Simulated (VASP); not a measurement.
# Cd (Pm-3n) in VASP: single point with r2SCAN

Aim: the single point of Cd with r2SCAN.

All numbers are computed with VASP 6.6.1; they aren't measurements. Logs are shortened: lines on timing, memory, paths and dates and some standing lists are left out, and cuts for length are marked.

## Step 1: The cell of the first run

Symmetry: Pm-3n, No. 223, cubic system. The conventional cell has a = 5.604 Å, b = 5.604 Å, c = 5.604 Å, α = 90.00°, β = 90.00°, γ = 90.00°. Cd (site symmetry m-3) has 12 Cd at 3.13 Å within 4.1 Å. Cd (site symmetry -4m2) has 14 Cd at 2.80 to 3.43 Å within 3.7 Å.

## Step 2: Single point, r2SCAN

Input file POSCAR:

```
Cd
1.0
    5.6042584327      0.0000000000      0.0000000000
    0.0000000000      5.6042584327      0.0000000000
    0.0000000000      0.0000000000      5.6042584327
Cd
8
Direct
    1.0000000000      0.0000000000      1.0000000000
    0.5000000000      0.5000000000      0.5000000000
    0.2500000000      1.0000000000      0.5000000000
    0.7500000000      0.0000000000      0.5000000000
    0.5000000000      0.2500000000      0.0000000000
    0.5000000000      0.7500000000      0.0000000000
    0.0000000000      0.5000000000      0.2500000000
    0.0000000000      0.5000000000      0.7500000000
```

Input file INCAR.step1:

```
PREC = Accurate
ENCUT = 520
ISMEAR = -1
SIGMA = 0.1
LREAL = F
LASPH = T
NELM = 100
NBANDS = 58
GGA = PE
ALGO = Normal
EDIFF = 1E-4
LWAVE = T
LCHARG = F
```

Input file INCAR.step2:

```
PREC = Accurate
ENCUT = 520
EDIFF = 1E-6
ISMEAR = -1
SIGMA = 0.1
LREAL = F
LASPH = T
NELM = 100
ALGO = Normal
ISIF = 2
LWAVE = F
LCHARG = T
METAGGA = R2SCAN
LMIXTAU = T
LELF = T
LVHAR = T
NBANDS = 58
ISTART = 1
```

Input file KPOINTS:

```
regular mesh
0
Gamma
  6 6 6
```

Potentials or basis: VASP PAW PBE potentials, release 64 (Cd).

Launch:

```bash
$ cat potpaw_PBE.64/Cd/POTCAR > POTCAR
$ cp INCAR.step1 INCAR
$ mpirun -np 1 vasp_std > vasp.out
$ cp INCAR.step2 INCAR
$ mpirun -np 1 vasp_std > vasp.out
```

OUTCAR:

```text
PREC = Accurate
   ENCUT = 520
   EDIFF = 1E-6
   ISMEAR = -1
   LREAL = F
   LASPH = T
   NELM = 100
   ISIF = 2
   METAGGA = R2SCAN
   ISTART = 1

 ion  position               nearest neighbor table
   1  0.000  0.000  0.000-   3 3.13   4 3.13   5 3.13   6 3.13   7 3.13   8 3.13   3 3.13   4 3.13
                             7 3.13   8 3.13   5 3.13   6 3.13
   2  0.500  0.500  0.500-   3 3.13   4 3.13   5 3.13   6 3.13   7 3.13   8 3.13   5 3.13   6 3.13
                             3 3.13   4 3.13   7 3.13   8 3.13
   3  0.250  0.000  0.500-   4 2.80   4 2.80   1 3.13   1 3.13   2 3.13   2 3.13   8 3.43   5 3.43
                             5 3.43   6 3.43   6 3.43   7 3.43   8 3.43   7 3.43
   4  0.750  0.000  0.500-   3 2.80   3 2.80   1 3.13   1 3.13   2 3.13   2 3.13   8 3.43   5 3.43
                             5 3.43   6 3.43   6 3.43   7 3.43   8 3.43   7 3.43
   5  0.500  0.250  0.000-   6 2.80   6 2.80   1 3.13   2 3.13   2 3.13   1 3.13   8 3.43   4 3.43
                             3 3.43   4 3.43   3 3.43   7 3.43   7 3.43   8 3.43
   6  0.500  0.750  0.000-   5 2.80   5 2.80   1 3.13   2 3.13   2 3.13   1 3.13   8 3.43   4 3.43
                             3 3.43   4 3.43   3 3.43   7 3.43   7 3.43   8 3.43
   7  0.000  0.500  0.250-   8 2.80   8 2.80   1 3.13   2 3.13   1 3.13   2 3.13   3 3.43   4 3.43
                             5 3.43   3 3.43   4 3.43   6 3.43   5 3.43   6 3.43
   8  0.000  0.500  0.750-   7 2.80   7 2.80   1 3.13   2 3.13   1 3.13   2 3.13   3 3.43   4 3.43
                             5 3.43   3 3.43   4 3.43   6 3.43   5 3.43   6 3.43

  LATTYP: Found a simple cubic cell.
 ALAT       =     5.6042584327

  Lattice vectors:

 A1 = (   5.6042584327,   0.0000000000,   0.0000000000)
 A2 = (   0.0000000000,   5.6042584327,   0.0000000000)
 A3 = (   0.0000000000,   0.0000000000,   5.6042584327)

Analysis of symmetry for initial positions (statically):
=====================================================================
 Subroutine PRICEL returns:
 Original cell was already a primitive cell.

 Routine SETGRP: Setting up the symmetry group for a
 simple cubic supercell.

 Subroutine GETGRP returns: Found 48 space group operations
 (whereof 24 operations were pure point group operations)
 out of a pool of 48 trial point group operations.

The static configuration has the point symmetry T_h .
 The point group associated with its full space group is O_h .

Analysis of symmetry for dynamics (positions and initial velocities):
=====================================================================
 Subroutine PRICEL returns:
 Original cell was already a primitive cell.

 Routine SETGRP: Setting up the symmetry group for a
 simple cubic supercell.

 Subroutine GETGRP returns: Found 48 space group operations
 (whereof 24 operations were pure point group operations)
 out of a pool of 48 trial point group operations.

The dynamic configuration has the point symmetry T_h .
 The point group associated with its full space group is O_h .

 Subroutine INISYM returns: Found 48 space group operations
 (whereof 24 operations are pure point group operations),
 and found     1 'primitive' translations

----------------------------------------------------------------------------------------

                                     Primitive cell

  volume of cell :     176.0169

  direct lattice vectors                    reciprocal lattice vectors
     5.604258433  0.000000000  0.000000000     0.178435740  0.000000000  0.000000000
     0.000000000  5.604258433  0.000000000     0.000000000  0.178435740  0.000000000
     0.000000000  0.000000000  5.604258433     0.000000000  0.000000000  0.178435740

  length of vectors
     5.604258433  5.604258433  5.604258433     0.178435740  0.178435740  0.178435740

  position of ions in fractional coordinates (direct lattice)
     0.000000000  0.000000000  0.000000000
     0.500000000  0.500000000  0.500000000
     0.250000000  0.000000000  0.500000000
     0.750000000  0.000000000  0.500000000
     0.500000000  0.250000000  0.000000000
     0.500000000  0.750000000  0.000000000
     0.000000000  0.500000000  0.250000000
     0.000000000  0.500000000  0.750000000

  ion indices of the primitive-cell ions
   primitive index   ion index
                 1           1
                 2           2
                 3           3
                 4           4
                 5           5
                 6           6
                 7           7
                 8           8

----------------------------------------------------------------------------------------

 KPOINTS: regular mesh

Automatic generation of k-mesh.
 Grid dimensions read from file:
 generate k-points for:    6    6    6

 Generating k-lattice:

  Cartesian coordinates                     Fractional coordinates (reciprocal lattice)
     0.029739290  0.000000000  0.000000000     0.166666667  0.000000000  0.000000000
     0.000000000  0.029739290  0.000000000     0.000000000  0.166666667  0.000000000
     0.000000000  0.000000000  0.029739290     0.000000000  0.000000000  0.166666667

  Length of vectors
     0.029739290  0.029739290  0.029739290

  Shift w.r.t. Gamma in fractional coordinates (k-lattice)
     0.000000000  0.000000000  0.000000000

 Subroutine IBZKPT returns following result:
 ===========================================

 Found     20 irreducible k-points:

 Following reciprocal coordinates:
            Coordinates               Weight
  0.000000  0.000000  0.000000      1.000000
  0.166667  0.000000  0.000000      6.000000
  0.333333  0.000000  0.000000      6.000000
  0.500000  0.000000  0.000000      3.000000
  0.166667  0.166667  0.000000     12.000000
  0.333333  0.166667  0.000000     24.000000
[... 12 lines left out ...]
  0.500000  0.500000  0.333333      6.000000
  0.500000  0.500000  0.500000      1.000000
   k-points           NKPTS =     20   k-points in BZ     NKDIM =     20   number of bands    NBANDS=     58
   number of dos      NEDOS =    301   number of ions     NIONS =      8
   total plane-waves  NPLWV =  74088
   dimension x,y,z NGX =    42 NGY =   42 NGZ =   42
   dimension x,y,z NGXF=    84 NGYF=   84 NGZF=   84
   ions per type =               8
   NGX,Y,Z   is equivalent  to a cutoff of  12.46, 12.46, 12.46 a.u.
   NGXF,Y,Z  is equivalent  to a cutoff of  24.92, 24.92, 24.92 a.u.
 SYSTEM =  unknown system
   PREC   = accura    normal or accurate (medium, high low for compatibility)
   ISTART =      1    job   : 0-new  1-cont  2-samecut
   ICHARG =      0    charge: 1-file 2-atom 10-const
   ISPIN  =      1    spin polarized calculation?
   LNONCOLLINEAR =      F non collinear calculations
   LSORBIT =      F    spin-orbit coupling
   LASPH  =      T    aspherical Exc in radial PAW
   ENCUT  =  520.0 eV  38.22 Ry    6.18 a.u.  10.42 10.42 10.42*2*pi/ulx,y,z
   NELM   =    100;   NELMIN=  2; NELMDL=  0     # of ELM steps
   EDIFF  = 0.1E-05   stopping-criterion for ELM
   LREAL  =      F    real-space projection
   EDIFFG = 0.1E-04   stopping-criterion for IOM
   NSW    =      0    number of steps for IOM
   IBRION =     -1    ionic relax: 0-MD 1-quasi-New 2-CG
   NFREE  =      0    steps in history (QN), initial steepest desc. (CG)
   ISIF   =      2    stress and relaxation
   ISYM   =      2    0-nonsym 1-usesym 2-fastsym
   POTIM  = 0.5000    time-step for ionic-motion
   TEBEG  =    0.0;   TEEND  =   0.0 temperature during run
   PSTRESS=    0.0 pullay stress
   NELECT =      96.0000    total number of electrons
   NUPDOWN=      -1.0000    fix difference up-down
   EMIN   =  10.00;   EMAX   =-10.00  energy-range for DOS
   EFERMI =   0.00;   METHOD = LEGACY
   ISMEAR =    -1;   SIGMA  =   0.10  broadening in eV -4-tet -1-fermi 0-gaus
   EFERMI_NEDOS =   21; number of points for ismear=-14 and -15
   IALGO  =     38    algorithm
   IMIX   =      4    mixing-type and parameters
     AMIX     =   0.40;   BMIX     =  1.00
     AMIX_MAG =   1.60;   BMIX_MAG =  1.00
  volume/ion in A,a.u.               =      22.00       148.48
  Fermi-wavevector in a.u.,A,eV,Ry     =   1.337561  2.527625 24.341785  1.789071
  Thomas-Fermi vector in A             =   2.466101
   LORBIT       =      0    0 simple, 1 ext, 2 COOP (PROOUT), +10 PAW based schemes
   METAGGA = R2SCAN    functional components
   LHFCALC =     F    Hartree Fock is set to
   AEXX    =    0.0000 exact exchange contribution
   IVDW    =     0    specifies the selected vdW correction
   LEPSILON=     F    determine dielectric tensor
   LRPA    =     F    only Hartree local field effects (RPA)
 non-spin polarized calculation
  energy-cutoff  :      520.00
  volume of cell :      176.02
 maximum number of plane-waves:      4780
 NGX is ok and might be reduce to    42
   NGX = 21   NGY = 21   NGZ = 21

 number of electron      95.9999985 magnetization

 Free energy of the ion-electron system (eV)
  ---------------------------------------------------
  ext. energy  EPLUGINS =         0.00000000
  ---------------------------------------------------
  free energy    TOTEN  =      -160.48469268 eV

  energy without entropy =     -160.37971230  energy(sigma->0) =     -160.43220249

 E-fermi :   2.7103     XC(G=0): -11.7109

 val. band max:        2.6856627050   @ k =   0.3333   0.0000   0.0000
 cond. band min:       2.7295490373   @ k =   0.3333   0.1667   0.1667
 fundamental gap:      0.0438863324
 Fermi energy:         2.7102570853

 k-point     1 :       0.0000    0.0000    0.0000
  band No.  band energies     occupation
      1      -7.6602      2.00000
      2      -7.6602      2.00000
      3      -7.5793      2.00000
      4      -7.2532      2.00000
      5      -7.2532      2.00000
      6      -7.2532      2.00000
[... 50 lines left out ...]
     57       6.3002      0.00000
     58       6.3002      0.00000

 k-point     2 :       0.1667    0.0000    0.0000
  band No.  band energies     occupation
      1      -7.6553      2.00000
      2      -7.6138      2.00000
      3      -7.5137      2.00000
      4      -7.3200      2.00000
      5      -7.2279      2.00000
      6      -7.2279      2.00000
[... 50 lines left out ...]
     57       7.0420      0.00000
     58       7.7745      0.00000

 k-point     3 :       0.3333    0.0000    0.0000
  band No.  band energies     occupation
      1      -7.6397      2.00000
      2      -7.5943      2.00000
      3      -7.3772      2.00000
      4      -7.3062      2.00000
      5      -7.1820      2.00000
      6      -7.1806      2.00000
[... 972 lines left out ...]
      3      -7.1816      2.00000
      4      -7.1625      2.00000
      5      -7.1198      2.00000
      6      -7.1198      2.00000
[... 50 lines left out ...]
     57       8.9018      0.00000
     58       8.9018      0.00000

 k-point    20 :       0.5000    0.5000    0.5000
  band No.  band energies     occupation
      1      -7.1367      2.00000
      2      -7.1367      2.00000
      3      -7.1367      2.00000
      4      -7.1367      2.00000
      5      -7.1301      2.00000
      6      -7.1301      2.00000
[... 50 lines left out ...]
     57       9.5819      0.00000
     58       9.5819      0.00000

------------------------ aborting loop because EDIFF is reached ----------------------------------------

  FORCE on cell =-STRESS in cart. coord.  units (eV):
  Direction    XX          YY          ZZ          XY          YZ          ZX
  --------------------------------------------------------------------------------------
  -------------------------------------------------------------------------------------
  Total        0.5556696      0.5556696      0.5556696      0.0000000     -0.0000000     -0.0000000
  in kB        5.0579289      5.0579289      5.0579289      0.0000000     -0.0000000     -0.0000000
  external PRESSURE =       5.0579289 kB  Pullay stress =       0.0000000 kB

 VOLUME and BASIS-vectors are now :
 -----------------------------------------------------------------------------
  energy-cutoff  :      520.00
  volume of cell :      176.02
      direct lattice vectors                 reciprocal lattice vectors
     5.604258433  0.000000000  0.000000000     0.178435740  0.000000000  0.000000000
     0.000000000  5.604258433  0.000000000     0.000000000  0.178435740  0.000000000
     0.000000000  0.000000000  5.604258433     0.000000000  0.000000000  0.178435740

 POSITION                                       TOTAL-FORCE (eV/Angst)
 -----------------------------------------------------------------------------------
      0.00000      0.00000      0.00000         0.000000     -0.000000     -0.000000
      2.80213      2.80213      2.80213         0.000000     -0.000000     -0.000000
      1.40106      0.00000      2.80213         0.000000     -0.000000      0.000000
      4.20319      0.00000      2.80213        -0.000000      0.000000      0.000000
      2.80213      1.40106      0.00000         0.000000      0.000000     -0.000000
      2.80213      4.20319      0.00000         0.000000     -0.000000     -0.000000
      0.00000      2.80213      1.40106         0.000000     -0.000000      0.000000
      0.00000      2.80213      4.20319        -0.000000      0.000000     -0.000000
 -----------------------------------------------------------------------------------
    total drift:                                0.000000     -0.000000     -0.000000

  FREE ENERGIE OF THE ION-ELECTRON SYSTEM (eV)
  ---------------------------------------------------
  free  energy   TOTEN  =      -160.4846926788 eV

  energy  without entropy=     -160.3797122988  energy(sigma->0) =     -160.43220249
```

Wall time 12 min (1 thread of Intel Xeon Platinum 8375C at 2.90GHz (Ice Lake), shared host); peak memory 0.34 GiB.

What came out:

* Free energy: -160.4847 eV
* Pressure: 0.5 GPa
* Band gap on the k mesh: zero (bands 48 and 49 overlap by 2.50 eV)

Levels at points of the mesh, in eV from the Fermi level:
```csv
k point,band 44,band 45,band 46,band 47,band 48,band 49,band 50,band 51,band 52,band 53
"(0.00, 0.00, 0.00)",-2.92,-2.89,-2.89,-2.89,1.59,1.59,2.42,2.42,2.42,2.46
"(0.50, 0.00, 0.00)",-2.09,-1.58,-1.58,-1.49,-1.49,-0.91,-0.91,3.25,3.25,3.81
"(0.50, 0.50, 0.00)",-5.94,-1.21,-0.91,-0.25,-0.25,0.07,0.07,0.78,1.03,5.12
"(0.50, 0.50, 0.50)",-4.54,-4.54,-4.54,-4.40,-4.40,6.19,6.19,6.19,6.19,6.19
```

Caveat: the PAW data sets were made with another functional, which shifts forces and pressure a little.
